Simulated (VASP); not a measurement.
# Na3Li5F8 in VASP: single point with PBEsol

Aim: the single point of Na3Li5F8 with PBEsol.

All numbers are computed with VASP 6.6.1; they aren't measurements. Logs are shortened: lines on timing, memory, paths and dates and some standing lists are left out, and cuts for length are marked.

## 1. The cell of the first run

The typed cell holds 64 atoms: a = 8.600 Å, b = 8.600 Å, c = 8.600 Å, α = 90.00°, β = 90.00°, γ = 90.00°.

## 2. Single point, PBEsol

INCAR

```
PREC     = Accurate       # precision mode
ENCUT    = 750            # plane-wave cutoff, eV
EDIFF    = 1E-6           # SCF threshold, eV
ISMEAR   = -1             # smearing method
SIGMA    = 0.05           # smearing width, eV
LREAL    = Auto         
LASPH    = True           # aspherical terms in the spheres
NELM     = 120            # most SCF steps
ALGO     = Normal         # electronic algorithm
ISIF     = 2              # what is computed and relaxed
LWAVE    = False          # write WAVECAR
LCHARG   = False          # write CHGCAR
GGA      = PS             # functional
NBANDS   = 222            # bands
ISYM     = 0            
GGA_COMPAT= False
```

KPOINTS

```
Automatic mesh
0
Gamma
  1 1 1
  0.25 0.25 0.25
```

POSCAR

```
Na3Li5F8
1.0
    8.6002207349      0.0000000000      0.0000000000
    0.0000000000      8.6002207349      0.0000000000
    0.0000000000      0.0000000000      8.6002207349
F Na Li
32 12 20
Direct
    0.2665260000      0.0011340000      0.0208320000
    0.2483250000      0.9999340000      0.4838080000
    0.2507910000      0.4992000000      0.0099140000
    0.2492530000      0.5011900000      0.4849940000
    0.7375890000      0.0110120000      0.0211110000
    0.7529140000      0.9987760000      0.4864020000
    0.7487270000      0.4814220000      0.0323350000
    0.7495950000      0.5021010000      0.4871520000
    0.9861870000      0.2475870000      0.0171170000
    0.0010320000      0.2485760000      0.4856660000
    0.9997930000      0.7498700000      0.0164880000
    0.0005420000      0.7511250000      0.4844930000
    0.5152200000      0.2347650000      0.0314430000
    0.4980290000      0.2524030000      0.4856090000
    0.5020320000      0.7658960000      0.0154160000
    0.4994780000      0.7504400000      0.4846640000
    0.0009170000      0.9990160000      0.2651940000
    0.9993830000      0.0009940000      0.7402730000
    0.0018480000      0.5002630000      0.2663780000
    0.9836460000      0.4990610000      0.7293560000
    0.5005730000      0.9980970000      0.2630340000
    0.5014470000      0.0187720000      0.7178530000
    0.4972570000      0.5014150000      0.2637840000
    0.5125860000      0.4891830000      0.7290750000
    0.2491210000      0.2516280000      0.2645220000
    0.2639840000      0.2526080000      0.7330730000
    0.2496000000      0.7490770000      0.2656940000
    0.2503840000      0.7503250000      0.7337010000
    0.7521240000      0.2477870000      0.2645790000
    0.7349530000      0.2654290000      0.7187420000
    0.7506710000      0.7497520000      0.2655220000
    0.7481440000      0.7342980000      0.7347720000
    0.9994430000      0.0002650000      0.0110770000
    0.9955470000      0.4972760000      0.0056770000
    0.5042380000      0.4932490000      0.0006410000
    0.2570130000      0.2487130000      0.0058670000
    0.2523650000      0.7512280000      0.0094360000
    0.7491220000      0.7444820000      0.0075790000
    0.2546290000      0.0029190000      0.7445120000
    0.2507310000      0.4999310000      0.7391110000
    0.7459350000      0.0069450000      0.7495460000
    0.9931600000      0.2514810000      0.7443250000
    0.9978120000      0.7489670000      0.7407530000
    0.5010560000      0.7557110000      0.7426070000
    0.0005600000      0.9996440000      0.4864660000
    0.9985030000      0.5005810000      0.4883890000
    0.5057290000      0.0070470000      0.0410810000
    0.5001030000      0.0015530000      0.4886290000
    0.4990990000      0.5017140000      0.4871400000
    0.2500790000      0.2491580000      0.4878910000
    0.2493220000      0.7523560000      0.4869320000
    0.7431940000      0.2495720000      0.0414620000
    0.7508950000      0.2478550000      0.4885810000
    0.7501350000      0.7497020000      0.4883980000
    0.2516710000      0.9996070000      0.2617990000
    0.2496170000      0.5005400000      0.2637220000
    0.7510850000      0.9984880000      0.2630460000
    0.7500700000      0.4986470000      0.2615560000
    0.7444480000      0.4931490000      0.7091040000
    0.0001160000      0.2510340000      0.2622960000
    0.0008890000      0.7478290000      0.2632560000
    0.4993050000      0.2523350000      0.2616070000
    0.5069800000      0.2506250000      0.7087250000
    0.5000760000      0.7504970000      0.2617880000
```

Potentials or basis: VASP PAW PBE potentials, release 64 (F, Na_pv, Li_sv).

Launch:

```bash
$ cat potpaw_PBE.64/F/POTCAR potpaw_PBE.64/Na_pv/POTCAR potpaw_PBE.64/Li_sv/POTCAR > POTCAR
$ mpirun -np 1 vasp_std > vasp.out
```

OUTCAR:

```text
PREC = Accurate
   ENCUT = 750
   EDIFF = 1E-6
   ISMEAR = -1
   LREAL = Auto
   LASPH = True
   NELM = 120
   ISIF = 2
   GGA = PS
   ISYM = 0

 ion  position               nearest neighbor table
   1  0.267  0.001  0.021-  47 2.07  55 2.08  36 2.13  37 2.15  33 2.30
   2  0.248  1.000  0.484-  55 1.91  51 2.13  45 2.13  50 2.14  48 2.17  39 2.24
   3  0.251  0.499  0.010-  36 2.16  37 2.17  35 2.18  56 2.18  34 2.20  40 2.33
   4  0.249  0.501  0.485-  56 1.90  49 2.15  46 2.16  51 2.16  50 2.17  40 2.19
   5  0.738  0.011  0.021-  47 2.00  52 2.06  57 2.09  33 2.26  38 2.30  41 2.34
   6  0.753  0.999  0.486-  57 1.92  45 2.13  53 2.14  54 2.14  48 2.17  41 2.26
   7  0.749  0.481  0.032-  58 1.98  52 2.00  35 2.12  34 2.14  38 2.27
   8  0.750  0.502  0.487-  59 1.91  58 1.94  54 2.13  46 2.14  49 2.15  53 2.19
   9  0.986  0.248  0.017-  52 2.10  60 2.11  33 2.13  34 2.15  36 2.33  42 2.35
  10  0.001  0.249  0.486-  60 1.92  45 2.14  50 2.14  53 2.15  46 2.17  42 2.23
  11  1.000  0.750  0.016-  61 2.12  33 2.15  38 2.16  37 2.17  34 2.17
  12  0.001  0.751  0.484-  61 1.90  45 2.14  51 2.14  54 2.15  46 2.16  43 2.20
  13  0.515  0.235  0.031-  47 1.96  52 1.97  62 1.99  36 2.23  35 2.24
  14  0.498  0.252  0.486-  63 1.92  62 1.93  50 2.13  49 2.14  48 2.16  53 2.18
  15  0.502  0.766  0.015-  47 2.09  64 2.12  38 2.13  37 2.15  44 2.35  35 2.35
  16  0.499  0.750  0.485-  64 1.92  49 2.14  51 2.15  54 2.16  48 2.16  44 2.22
  17  0.001  0.999  0.265-  45 1.90  57 2.15  55 2.16  61 2.16  60 2.17  33 2.19
[... 33 lines left out ...]
  51  0.249  0.752  0.487-  27 1.90  28 2.12   2 2.13  12 2.14  16 2.15   4 2.16
  52  0.743  0.250  0.041-  29 1.92  13 1.97   7 2.00   5 2.06   9 2.10
  53  0.751  0.248  0.489-  29 1.93  30 1.99   6 2.14  10 2.15  14 2.18   8 2.19
  54  0.750  0.750  0.488-  31 1.92  32 2.12   8 2.13   6 2.14  12 2.15  16 2.16
  55  0.252  1.000  0.262-   2 1.91   1 2.08  21 2.14  27 2.15  17 2.16  25 2.17
  56  0.250  0.501  0.264-   4 1.90  23 2.13  19 2.13  27 2.14  25 2.14   3 2.18
  57  0.751  0.998  0.263-   6 1.92   5 2.09  31 2.14  29 2.14  17 2.15  21 2.15
  58  0.750  0.499  0.262-   8 1.94   7 1.98  29 2.16  31 2.16  19 2.17  23 2.17
  59  0.744  0.493  0.709-   8 1.91  30 1.96  24 2.00  20 2.07  32 2.09
  60  0.000  0.251  0.262-  10 1.92   9 2.11  29 2.13  25 2.14  19 2.14  17 2.17
  61  0.001  0.748  0.263-  12 1.90  11 2.12  19 2.13  27 2.14  31 2.15  17 2.16
  62  0.499  0.252  0.262-  14 1.93  13 1.99  23 2.14  25 2.15  29 2.17  21 2.19
  63  0.507  0.251  0.709-  14 1.92  30 1.97  22 2.00  24 2.06  26 2.10
  64  0.500  0.750  0.262-  16 1.92  15 2.12  21 2.13  23 2.14  27 2.15  31 2.16

IMPORTANT INFORMATION: All symmetrisations will be switched off!
NOSYMM: (Re-)initialisation of all symmetry stuff for point group C_1.

----------------------------------------------------------------------------------------

                                     Primitive cell

  volume of cell :     636.1050

  direct lattice vectors                    reciprocal lattice vectors
     8.600220735  0.000000000  0.000000000     0.116276085  0.000000000  0.000000000
     0.000000000  8.600220735  0.000000000     0.000000000  0.116276085  0.000000000
     0.000000000  0.000000000  8.600220735     0.000000000  0.000000000  0.116276085

  length of vectors
     8.600220735  8.600220735  8.600220735     0.116276085  0.116276085  0.116276085

  position of ions in fractional coordinates (direct lattice)
     0.266526000  0.001134000  0.020832000
     0.248325000  0.999934000  0.483808000
     0.250791000  0.499200000  0.009914000
     0.249253000  0.501190000  0.484994000
     0.737589000  0.011012000  0.021111000
     0.752914000  0.998776000  0.486402000
[... 56 lines left out ...]
     0.506980000  0.250625000  0.708725000
     0.500076000  0.750497000  0.261788000

  ion indices of the primitive-cell ions
   primitive index   ion index
                 1           1
                 2           2
                 3           3
                 4           4
                 5           5
                 6           6
[... 56 lines left out ...]
                63          63
                64          64

----------------------------------------------------------------------------------------

 KPOINTS: Automatic mesh

Automatic generation of k-mesh.
 Grid dimensions read from file:
 generate k-points for:    1    1    1

 Generating k-lattice:

  Cartesian coordinates                     Fractional coordinates (reciprocal lattice)
     0.116276085  0.000000000  0.000000000     1.000000000  0.000000000  0.000000000
     0.000000000  0.116276085  0.000000000     0.000000000  1.000000000  0.000000000
     0.000000000  0.000000000  0.116276085     0.000000000  0.000000000  1.000000000

  Length of vectors
     0.116276085  0.116276085  0.116276085

  Shift w.r.t. Gamma in fractional coordinates (k-lattice)
     0.250000000  0.250000000  0.250000000

 Subroutine IBZKPT returns following result:
 ===========================================

 Found      4 irreducible k-points:

 Following reciprocal coordinates:
            Coordinates               Weight
  0.250000  0.250000  0.250000      2.000000
 -0.250000  0.250000  0.250000      2.000000
 -0.250000 -0.250000  0.250000      2.000000
  0.250000 -0.250000  0.250000      2.000000
   k-points           NKPTS =      4   k-points in BZ     NKDIM =      4   number of bands    NBANDS=    222
   number of dos      NEDOS =    301   number of ions     NIONS =     64
   total plane-waves  NPLWV = 512000
   dimension x,y,z NGX =    80 NGY =   80 NGZ =   80
   dimension x,y,z NGXF=   160 NGYF=  160 NGZF=  160
   ions per type =              32  12  20
   NGX,Y,Z   is equivalent  to a cutoff of  15.46, 15.46, 15.46 a.u.
   NGXF,Y,Z  is equivalent  to a cutoff of  30.93, 30.93, 30.93 a.u.
 SYSTEM =  unknown system
   PREC   = accura    normal or accurate (medium, high low for compatibility)
   ISTART =      0    job   : 0-new  1-cont  2-samecut
   ICHARG =      2    charge: 1-file 2-atom 10-const
   ISPIN  =      1    spin polarized calculation?
   LNONCOLLINEAR =      F non collinear calculations
   LSORBIT =      F    spin-orbit coupling
   LASPH  =      T    aspherical Exc in radial PAW
   ENCUT  =  750.0 eV  55.12 Ry    7.42 a.u.  19.20 19.20 19.20*2*pi/ulx,y,z
   NELM   =    120;   NELMIN=  2; NELMDL= -5     # of ELM steps
   EDIFF  = 0.1E-05   stopping-criterion for ELM
   LREAL  =      T    real-space projection
   EDIFFG = 0.1E-04   stopping-criterion for IOM
   NSW    =      0    number of steps for IOM
   IBRION =     -1    ionic relax: 0-MD 1-quasi-New 2-CG
   NFREE  =      0    steps in history (QN), initial steepest desc. (CG)
   ISIF   =      2    stress and relaxation
   ISYM   =      0    0-nonsym 1-usesym 2-fastsym
   POTIM  = 0.5000    time-step for ionic-motion
   TEBEG  =    0.0;   TEEND  =   0.0 temperature during run
   PSTRESS=    0.0 pullay stress
   NELECT =     368.0000    total number of electrons
   NUPDOWN=      -1.0000    fix difference up-down
   EMIN   =  10.00;   EMAX   =-10.00  energy-range for DOS
   EFERMI =   0.00;   METHOD = LEGACY
   ISMEAR =    -1;   SIGMA  =   0.05  broadening in eV -4-tet -1-fermi 0-gaus
   EFERMI_NEDOS =   21; number of points for ismear=-14 and -15
   IALGO  =     38    algorithm
   IMIX   =      4    mixing-type and parameters
     AMIX     =   0.40;   BMIX     =  1.00
     AMIX_MAG =   1.60;   BMIX_MAG =  1.00
  volume/ion in A,a.u.               =       9.94        67.07
  Fermi-wavevector in a.u.,A,eV,Ry     =   1.364105  2.577785 25.317487  1.860783
  Thomas-Fermi vector in A             =   2.490450
   LORBIT       =      0    0 simple, 1 ext, 2 COOP (PROOUT), +10 PAW based schemes
   GGA     = PS    functional components
   LHFCALC =     F    Hartree Fock is set to
   AEXX    =    0.0000 exact exchange contribution
   IVDW    =     0    specifies the selected vdW correction
   LEPSILON=     F    determine dielectric tensor
   LRPA    =     F    only Hartree local field effects (RPA)
 non-spin polarized calculation
  energy-cutoff  :      750.00
  volume of cell :      636.10
 maximum number of plane-waves:     29677
 NGX is ok and might be reduce to    80
   NGX = 39   NGY = 39   NGZ = 39

 number of electron     368.0000083 magnetization

 Free energy of the ion-electron system (eV)
  ---------------------------------------------------
  ext. energy  EPLUGINS =         0.00000000
  ---------------------------------------------------
  free energy    TOTEN  =      -299.18984743 eV

  energy without entropy =     -299.18984743  energy(sigma->0) =     -299.18984743

 E-fermi :  -0.3670     XC(G=0):  -9.7067

 val. band max:       -1.6778760123   @ k =  -0.2500  -0.2500   0.2500
 cond. band min:       5.9158282497   @ k =  -0.2500   0.2500   0.2500
 fundamental gap:      7.5937042621
 Fermi energy:        -0.3669561881

 k-point     1 :       0.2500    0.2500    0.2500
  band No.  band energies     occupation
      1     -42.1489      2.00000
      2     -42.1441      2.00000
      3     -42.1370      2.00000
      4     -42.1344      2.00000
      5     -42.1317      2.00000
      6     -42.1287      2.00000
[... 785 lines left out ...]
    195       9.0439      0.00000
    196       9.0864      0.00000
 [bands above 196 left out]

------------------------ aborting loop because EDIFF is reached ----------------------------------------

  FORCE on cell =-STRESS in cart. coord.  units (eV):
  Direction    XX          YY          ZZ          XY          YZ          ZX
  --------------------------------------------------------------------------------------
  -------------------------------------------------------------------------------------
  Total       -0.0254180      0.2339306     -1.7789190     -0.6517220     -0.7517324      0.4451960
  in kB       -0.0640210      0.5892082     -4.4806185     -1.6415125     -1.8934116      1.1213291
  external PRESSURE =      -1.3184771 kB  Pullay stress =       0.0000000 kB

 VOLUME and BASIS-vectors are now :
 -----------------------------------------------------------------------------
  energy-cutoff  :      750.00
  volume of cell :      636.10
      direct lattice vectors                 reciprocal lattice vectors
     8.600220735  0.000000000  0.000000000     0.116276085  0.000000000  0.000000000
     0.000000000  8.600220735  0.000000000     0.000000000  0.116276085  0.000000000
     0.000000000  0.000000000  8.600220735     0.000000000  0.000000000  0.116276085

 POSITION                                       TOTAL-FORCE (eV/Angst)
 -----------------------------------------------------------------------------------
      2.29218      0.00975      0.17916         0.011184     -0.005438      0.007436
      2.13565      8.59965      4.16086        -0.006654      0.001950     -0.007580
      2.15686      4.29323      0.08526        -0.000225      0.000644      0.000543
      2.14363      4.31034      4.17106        -0.001335     -0.000276     -0.016552
      6.34343      0.09471      0.18156        -0.008923      0.004163      0.005915
      6.47523      8.58969      4.18316         0.010926      0.002017     -0.004232
[... 56 lines left out ...]
      4.36014      2.15543      6.09519        -0.012348     -0.001763      0.010025
      4.30076      6.45444      2.25143        -0.001125     -0.004229     -0.008691
 -----------------------------------------------------------------------------------
    total drift:                               -0.028066     -0.014748      0.002363

  FREE ENERGIE OF THE ION-ELECTRON SYSTEM (eV)
  ---------------------------------------------------
  free  energy   TOTEN  =      -299.1898474310 eV

  energy  without entropy=     -299.1898474310  energy(sigma->0) =     -299.18984743
```

Wall time 76 min (1 thread of Intel Xeon 8259CL, shared host); peak memory 1.3 GiB.

What came out:

- Free energy: -299.1898 eV
- Pressure: -0.1 GPa
- Largest force: 0.029 eV/Å
- Band gap on the k mesh: 7.59 eV (least direct gap 7.60 eV)

Forces in eV/Å, atoms in the order of the input:
```
F    0.011 -0.005  0.007
F   -0.007  0.002 -0.008
F    0.000  0.001  0.001
F   -0.001  0.000 -0.017
F   -0.009  0.004  0.006
F    0.011  0.002 -0.004
F    0.002 -0.007  0.009
F   -0.001  0.003 -0.003
F   -0.010  0.001  0.017
F    0.000 -0.004 -0.008
F    0.005 -0.001  0.018
F    0.004  0.003 -0.012
F   -0.002  0.001  0.004
F    0.002  0.002 -0.001
F   -0.006  0.012  0.013
F   -0.002  0.003 -0.016
F    0.001 -0.001  0.017
F    0.001 -0.002  0.000
F    0.001 -0.004  0.005
F   -0.012  0.006 -0.005
F    0.002  0.000  0.004
F   -0.001  0.011 -0.014
F   -0.008 -0.001  0.003
F    0.008 -0.004 -0.008
F    0.000  0.004  0.010
F    0.008 -0.004 -0.016
F   -0.002  0.002  0.013
F   -0.001  0.002 -0.011
F    0.000  0.000  0.000
F    0.001 -0.002 -0.004
F   -0.001  0.000  0.017
F    0.008 -0.016 -0.012
Na   0.003 -0.003 -0.010
Na   0.006  0.004 -0.011
Na  -0.006  0.007 -0.010
Na  -0.005  0.006 -0.010
Na  -0.003 -0.002 -0.011
Na   0.004 -0.003 -0.011
Na  -0.006 -0.004  0.011
Na  -0.002  0.003  0.009
Na   0.007 -0.006  0.010
Na   0.006 -0.006  0.010
Na   0.004  0.003  0.011
Na  -0.004  0.003  0.011
Li  -0.004  0.002  0.028
Li   0.010  0.000  0.011
Li  -0.011 -0.003 -0.014
Li   0.001 -0.008 -0.003
Li   0.000 -0.009  0.012
Li   0.000  0.007  0.013
Li  -0.004 -0.005  0.012
Li   0.008  0.002 -0.010
Li   0.002  0.001  0.005
Li   0.000  0.003  0.005
Li  -0.009  0.001 -0.012
Li   0.001 -0.002 -0.026
Li  -0.001  0.006 -0.011
Li   0.000  0.008  0.002
Li   0.010  0.001  0.011
Li   0.000 -0.009 -0.012
Li   0.004  0.003 -0.011
Li  -0.002 -0.004 -0.008
Li  -0.012 -0.002  0.010
Li  -0.001 -0.004 -0.009
```

Levels at points of the mesh, in eV from the valence-band top:
```csv
k point,band 182,band 183,band 184,band 185,band 186,band 187
"(0.25, 0.25, 0.25)",-0.10,-0.07,0.00,7.60,8.62,8.90
```

Caveat: the PAW data sets were made with another functional, which shifts forces and pressure a little; a shifted mesh leaves out Γ, where band edges can lie. A k mesh can miss the band edges.
